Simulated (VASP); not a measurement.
A run of VASP 6.6.1 is set up as follows.

The input INCAR:

```
PREC = Accurate
ENCUT = 520
EDIFF = 1E-6
ISMEAR = -1
SIGMA = 0.08
LREAL = F
LASPH = T
NELM = 80
ALGO = Normal
ISIF = 2
LWAVE = F
LCHARG = T
GGA = PS
LELF = T
LVHAR = T
NBANDS = 12
```

Contents of KPOINTS:

```
regular mesh
0
Gamma
  15 15 15
```

POSCAR

```
Zr
1.0
   -1.7314586108      1.7314586108      1.7314586108
    1.7314586108     -1.7314586108      1.7314586108
    1.7314586108      1.7314586108     -1.7314586108
Zr
1
Direct
    0.0000000000      0.0000000000      0.0000000000
```

Potentials or basis: VASP PAW PBE potentials, release 64 (Zr_sv).

Command:

```sh
$ cat potpaw_PBE.64/Zr_sv/POTCAR > POTCAR
$ mpirun -np 1 vasp_std > vasp.out
```

Problem. Estimate the pressure.

Solution. 5.1 GPa.

Problem. What does it give for the band gap on the k mesh?

Solution. Zero (band 6 reaches 11.06 eV, above the bottom of band 7 at 9.35 eV).

Caveat: the PAW data sets were made with another functional, which shifts forces and pressure a little.
